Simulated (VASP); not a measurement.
# PbSe (Pm-3m) in VASP: a series of runs

The runs below take PbSe through single point, with PBE.

Program: VASP 6.6.1. These are calculated values, not measurements. Logs are shortened: lines on timing, memory, paths and dates and some standing lists are left out, and cuts for length are marked.

## Step 1: The cell of the first run

It takes space group Pm-3m (No. 221, cubic). Conventional cell: a = 3.784 Å, b = 3.784 Å, c = 3.784 Å, α = 90.00°, β = 90.00°, γ = 90.00°. Within 4.3 Å of Pb (site symmetry m-3m) lie 8 Se at 3.28 Å and 6 Pb at 3.78 Å. Within 4.3 Å of Se (site symmetry m-3m) lie 8 Pb at 3.28 Å and 6 Se at 3.78 Å.

## Step 2: Single point, PBE

INCAR

```
PREC = Accurate
ENCUT = 520
EDIFF = 1E-6
ISMEAR = 0
SIGMA = 0.014
LREAL = False
LASPH = True
NELM = 60
ALGO = Normal
ISIF = 2
LWAVE = False
LCHARG = False
GGA = PE
NBANDS = 17
```

KPOINTS

```
Automatic mesh
0
Gamma
  7 7 7
```

POSCAR

```
PbSe
1.0
    3.7843220000      0.0000000000      0.0000000000
    0.0000000000      3.7843220000      0.0000000000
    0.0000000000      0.0000000000      3.7843220000
Pb Se
1 1
Direct
    0.0000000000      0.0000000000      0.0000000000
    0.5000000000      0.5000000000      0.5000000000
```

Potentials or basis: VASP PAW PBE potentials, release 64 (Pb_d, Se).

Started as:

```
> cat potpaw_PBE.64/Pb_d/POTCAR potpaw_PBE.64/Se/POTCAR > POTCAR
> mpirun -np 1 vasp_std > vasp.out
```

OUTCAR:

```text
PREC = Accurate
   ENCUT = 520
   EDIFF = 1E-6
   ISMEAR = 0
   LREAL = False
   LASPH = True
   NELM = 60
   ISIF = 2
   GGA = PE

 ion  position               nearest neighbor table
   1  0.000  0.000  0.000-   2 3.28   2 3.28   2 3.28   2 3.28   2 3.28   2 3.28   2 3.28   2 3.28

   2  0.500  0.500  0.500-   1 3.28   1 3.28   1 3.28   1 3.28   1 3.28   1 3.28   1 3.28   1 3.28

  LATTYP: Found a simple cubic cell.
 ALAT       =     3.7843220000

  Lattice vectors:

 A1 = (   3.7843220000,   0.0000000000,   0.0000000000)
 A2 = (   0.0000000000,   3.7843220000,   0.0000000000)
 A3 = (   0.0000000000,   0.0000000000,   3.7843220000)

Analysis of symmetry for initial positions (statically):
=====================================================================
 Subroutine PRICEL returns:
 Original cell was already a primitive cell.

 Routine SETGRP: Setting up the symmetry group for a
 simple cubic supercell.

 Subroutine GETGRP returns: Found 48 space group operations
 (whereof 48 operations were pure point group operations)
 out of a pool of 48 trial point group operations.

The static configuration has the point symmetry O_h .

Analysis of symmetry for dynamics (positions and initial velocities):
=====================================================================
 Subroutine PRICEL returns:
 Original cell was already a primitive cell.

 Routine SETGRP: Setting up the symmetry group for a
 simple cubic supercell.

 Subroutine GETGRP returns: Found 48 space group operations
 (whereof 48 operations were pure point group operations)
 out of a pool of 48 trial point group operations.

The dynamic configuration has the point symmetry O_h .

 Subroutine INISYM returns: Found 48 space group operations
 (whereof 48 operations are pure point group operations),
 and found     1 'primitive' translations

----------------------------------------------------------------------------------------

                                     Primitive cell

  volume of cell :      54.1956

  direct lattice vectors                    reciprocal lattice vectors
     3.784322000  0.000000000  0.000000000     0.264248127  0.000000000  0.000000000
     0.000000000  3.784322000  0.000000000     0.000000000  0.264248127  0.000000000
     0.000000000  0.000000000  3.784322000     0.000000000  0.000000000  0.264248127

  length of vectors
     3.784322000  3.784322000  3.784322000     0.264248127  0.264248127  0.264248127

  position of ions in fractional coordinates (direct lattice)
     0.000000000  0.000000000  0.000000000
     0.500000000  0.500000000  0.500000000

  ion indices of the primitive-cell ions
   primitive index   ion index
                 1           1
                 2           2

----------------------------------------------------------------------------------------

 KPOINTS: Automatic mesh

Automatic generation of k-mesh.
 Grid dimensions read from file:
 generate k-points for:    7    7    7

 Generating k-lattice:

  Cartesian coordinates                     Fractional coordinates (reciprocal lattice)
     0.037749732  0.000000000  0.000000000     0.142857143  0.000000000  0.000000000
     0.000000000  0.037749732  0.000000000     0.000000000  0.142857143  0.000000000
     0.000000000  0.000000000  0.037749732     0.000000000  0.000000000  0.142857143

  Length of vectors
     0.037749732  0.037749732  0.037749732

  Shift w.r.t. Gamma in fractional coordinates (k-lattice)
     0.000000000  0.000000000  0.000000000

 Subroutine IBZKPT returns following result:
 ===========================================

 Found     20 irreducible k-points:

 Following reciprocal coordinates:
            Coordinates               Weight
  0.000000  0.000000  0.000000      1.000000
  0.142857  0.000000  0.000000      6.000000
  0.285714  0.000000  0.000000      6.000000
  0.428571  0.000000  0.000000      6.000000
  0.142857  0.142857  0.000000     12.000000
  0.285714  0.142857  0.000000     24.000000
[... 12 lines left out ...]
  0.428571  0.428571  0.285714     24.000000
  0.428571  0.428571  0.428571      8.000000
   k-points           NKPTS =     20   k-points in BZ     NKDIM =     20   number of bands    NBANDS=     17
   number of dos      NEDOS =    301   number of ions     NIONS =      2
   total plane-waves  NPLWV =  21952
   dimension x,y,z NGX =    28 NGY =   28 NGZ =   28
   dimension x,y,z NGXF=    56 NGYF=   56 NGZF=   56
   ions per type =               1   1
   NGX,Y,Z   is equivalent  to a cutoff of  12.30, 12.30, 12.30 a.u.
   NGXF,Y,Z  is equivalent  to a cutoff of  24.60, 24.60, 24.60 a.u.
 SYSTEM =  unknown system
   PREC   = accura    normal or accurate (medium, high low for compatibility)
   ISTART =      0    job   : 0-new  1-cont  2-samecut
   ICHARG =      2    charge: 1-file 2-atom 10-const
   ISPIN  =      1    spin polarized calculation?
   LNONCOLLINEAR =      F non collinear calculations
   LSORBIT =      F    spin-orbit coupling
   LASPH  =      T    aspherical Exc in radial PAW
   ENCUT  =  520.0 eV  38.22 Ry    6.18 a.u.   7.04  7.04  7.04*2*pi/ulx,y,z
   NELM   =     60;   NELMIN=  2; NELMDL= -5     # of ELM steps
   EDIFF  = 0.1E-05   stopping-criterion for ELM
   LREAL  =      F    real-space projection
   EDIFFG = 0.1E-04   stopping-criterion for IOM
   NSW    =      0    number of steps for IOM
   IBRION =     -1    ionic relax: 0-MD 1-quasi-New 2-CG
   NFREE  =      0    steps in history (QN), initial steepest desc. (CG)
   ISIF   =      2    stress and relaxation
   ISYM   =      2    0-nonsym 1-usesym 2-fastsym
   POTIM  = 0.5000    time-step for ionic-motion
   TEBEG  =    0.0;   TEEND  =   0.0 temperature during run
   PSTRESS=    0.0 pullay stress
   NELECT =      20.0000    total number of electrons
   NUPDOWN=      -1.0000    fix difference up-down
   EMIN   =  10.00;   EMAX   =-10.00  energy-range for DOS
   EFERMI =   0.00;   METHOD = LEGACY
   ISMEAR =     0;   SIGMA  =   0.01  broadening in eV -4-tet -1-fermi 0-gaus
   EFERMI_NEDOS =   21; number of points for ismear=-14 and -15
   IALGO  =     38    algorithm
   IMIX   =      4    mixing-type and parameters
     AMIX     =   0.40;   BMIX     =  1.00
     AMIX_MAG =   1.60;   BMIX_MAG =  1.00
  volume/ion in A,a.u.               =      27.10       182.87
  Fermi-wavevector in a.u.,A,eV,Ry     =   1.174258  2.219025 18.760817  1.378881
  Thomas-Fermi vector in A             =   2.310658
   LORBIT       =      0    0 simple, 1 ext, 2 COOP (PROOUT), +10 PAW based schemes
   GGA     = PE    functional components
   LHFCALC =     F    Hartree Fock is set to
   AEXX    =    0.0000 exact exchange contribution
   IVDW    =     0    specifies the selected vdW correction
   LEPSILON=     F    determine dielectric tensor
   LRPA    =     F    only Hartree local field effects (RPA)
 non-spin polarized calculation
 Gauss-broadening in eV      SIGMA  =   0.01
  energy-cutoff  :      520.00
  volume of cell :       54.20
 maximum number of plane-waves:      1474
   NGX = 15   NGY = 15   NGZ = 15

 number of electron      20.0000009 magnetization

 Free energy of the ion-electron system (eV)
  ---------------------------------------------------
  ext. energy  EPLUGINS =         0.00000000
  ---------------------------------------------------
  free energy    TOTEN  =        -7.71358170 eV

  energy without entropy =       -7.71330934  energy(sigma->0) =       -7.71344552

 E-fermi :   5.2726     XC(G=0):  -9.9566

 val. band max:        5.1965438265   @ k =   0.2857   0.1429   0.1429
 cond. band min:       5.2772886052   @ k =   0.4286   0.4286   0.0000
 fundamental gap:      0.0807447787
 Fermi energy:         5.2725993580

 k-point     1 :       0.0000    0.0000    0.0000
  band No.  band energies     occupation
      1     -11.5876      2.00000
      2     -11.5876      2.00000
      3     -11.4387      2.00000
      4     -11.4387      2.00000
      5     -11.4387      2.00000
      6      -7.8787      2.00000
[... 9 lines left out ...]
     16      16.5760      0.00000
     17      18.1291      0.00000

 k-point     2 :       0.1429    0.0000    0.0000
  band No.  band energies     occupation
      1     -11.5864      2.00000
      2     -11.5660      2.00000
      3     -11.4467      2.00000
      4     -11.4467      2.00000
      5     -11.4380      2.00000
      6      -7.7315      2.00000
[... 9 lines left out ...]
     16      17.2618      0.00000
     17      17.5373      0.00000

 k-point     3 :       0.2857    0.0000    0.0000
  band No.  band energies     occupation
      1     -11.5835      2.00000
      2     -11.5174      2.00000
      3     -11.4646      2.00000
      4     -11.4646      2.00000
      5     -11.4364      2.00000
      6      -7.3378      2.00000
[... 9 lines left out ...]
     16      15.3263      0.00000
     17      17.7170      0.00000

 k-point     4 :       0.4286    0.0000    0.0000
  band No.  band energies     occupation
      1     -11.5813      2.00000
      2     -11.4788      2.00000
      3     -11.4788      2.00000
      4     -11.4787      2.00000
      5     -11.4351      2.00000
      6      -6.9133      2.00000
[... 9 lines left out ...]
     16      17.3572      0.00000
     17      18.3015      0.00000
[... 263 lines left out ...]
      1     -11.5238      2.00000
      2     -11.5077      2.00000
      3     -11.4891      2.00000
      4     -11.4712      2.00000
      5     -11.4308      2.00000
      6      -6.2697      2.00000
[... 9 lines left out ...]
     16      16.1573      0.00000
     17      19.2786      0.00000

 k-point    19 :       0.4286    0.4286    0.2857
  band No.  band energies     occupation
      1     -11.5389      2.00000
      2     -11.5066      2.00000
      3     -11.5052      2.00000
      4     -11.4502      2.00000
      5     -11.4079      2.00000
      6      -6.1115      2.00000
[... 9 lines left out ...]
     16      17.2964      0.00000
     17      19.7598      0.00000

 k-point    20 :       0.4286    0.4286    0.4286
  band No.  band energies     occupation
      1     -11.5286      2.00000
      2     -11.5240      2.00000
      3     -11.5240      2.00000
      4     -11.4070      2.00000
      5     -11.4070      2.00000
      6      -6.0111      2.00000
[... 9 lines left out ...]
     16      18.3438      0.00000
     17      22.0063      0.00000

------------------------ aborting loop because EDIFF is reached ----------------------------------------

  FORCE on cell =-STRESS in cart. coord.  units (eV):
  Direction    XX          YY          ZZ          XY          YZ          ZX
  --------------------------------------------------------------------------------------
  -------------------------------------------------------------------------------------
  Total       -0.0729070     -0.0729070     -0.0729070      0.0000000      0.0000000     -0.0000000
  in kB       -2.1553396     -2.1553396     -2.1553396      0.0000000      0.0000000     -0.0000000
  external PRESSURE =      -2.1553396 kB  Pullay stress =       0.0000000 kB

 VOLUME and BASIS-vectors are now :
 -----------------------------------------------------------------------------
  energy-cutoff  :      520.00
  volume of cell :       54.20
      direct lattice vectors                 reciprocal lattice vectors
     3.784322000  0.000000000  0.000000000     0.264248127  0.000000000  0.000000000
     0.000000000  3.784322000  0.000000000     0.000000000  0.264248127  0.000000000
     0.000000000  0.000000000  3.784322000     0.000000000  0.000000000  0.264248127

 POSITION                                       TOTAL-FORCE (eV/Angst)
 -----------------------------------------------------------------------------------
      0.00000      0.00000      0.00000         0.000000      0.000000      0.000000
      1.89216      1.89216      1.89216         0.000000      0.000000      0.000000
 -----------------------------------------------------------------------------------
    total drift:                               -0.000000      0.000000     -0.000000

  FREE ENERGIE OF THE ION-ELECTRON SYSTEM (eV)
  ---------------------------------------------------
  free  energy   TOTEN  =        -7.7135817010 eV

  energy  without entropy=       -7.7133093364  energy(sigma->0) =       -7.71344552
```

It took 8 s on 1 thread of Intel Xeon Platinum 8559C (Emerald Rapids), shared host; peak memory 0.16 GiB.

Results:

| Property | Result |
| --- | --- |
| Free energy | -7.7136 eV |
| Pressure | -0.2 GPa |
| Band gap on the k mesh | zero (band 10 reaches 5.29 eV, above the bottom of band 11 at 5.19 eV) |

Levels at points of the mesh, in eV from the Fermi level:
| k point | band 7 | band 8 | band 9 | band 10 | band 11 | band 12 | band 13 | band 14 |
| --- | --- | --- | --- | --- | --- | --- | --- | --- |
| (0.00, 0.00, 0.00) | -7.00 | -1.44 | -1.44 | -1.44 | 5.19 | 5.19 | 6.12 | 6.12 |

Caveat: spin-orbit coupling is left out, which moves the levels of the heavy elements.

## Step 3: Single point, PBE

INCAR

```
PREC     = Accurate       # precision mode
ENCUT    = 520            # plane-wave cutoff, eV
EDIFF    = 1E-6           # SCF threshold, eV
ISMEAR   = 0              # smearing method
SIGMA    = 0.015          # smearing width, eV
LREAL    = F              # projectors in reciprocal space
LASPH    = T              # aspherical terms in the spheres
NELM     = 80             # most SCF steps
ALGO     = Normal         # electronic algorithm
ISIF     = 2              # what is computed and relaxed
LWAVE    = F              # write WAVECAR
LCHARG   = F              # write CHGCAR
GGA      = PE             # functional
NBANDS   = 17             # bands
```

KPOINTS

```
regular mesh
0
Gamma
  7 7 7
```

POSCAR is that of step 2.

Potentials or basis: VASP PAW PBE potentials, release 64 (Pb_d, Se).

Started as:

```
> cat potpaw_PBE.64/Pb_d/POTCAR potpaw_PBE.64/Se/POTCAR > POTCAR
> mpirun -np 1 vasp_std > vasp.out
```

Run time: 8.2 s. Hardware: 1 thread of Intel Xeon Platinum 8559C (Emerald Rapids), shared host; peak memory 0.16 GiB.

It converged, with:

| Item | Value |
| --- | --- |
| Free energy | -7.7136 eV |
| Pressure | -0.2 GPa |
| Band gap on the k mesh | zero (band 10 reaches 5.29 eV, above the bottom of band 11 at 5.19 eV) |

Levels at points of the mesh, in eV from the Fermi level:
| k point | band 7 | band 8 | band 9 | band 10 | band 11 | band 12 | band 13 | band 14 |
| --- | --- | --- | --- | --- | --- | --- | --- | --- |
| (0.00, 0.00, 0.00) | -7.00 | -1.43 | -1.43 | -1.43 | 5.19 | 5.19 | 6.12 | 6.12 |

Caveat: spin-orbit coupling is left out, which moves the levels of the heavy elements.
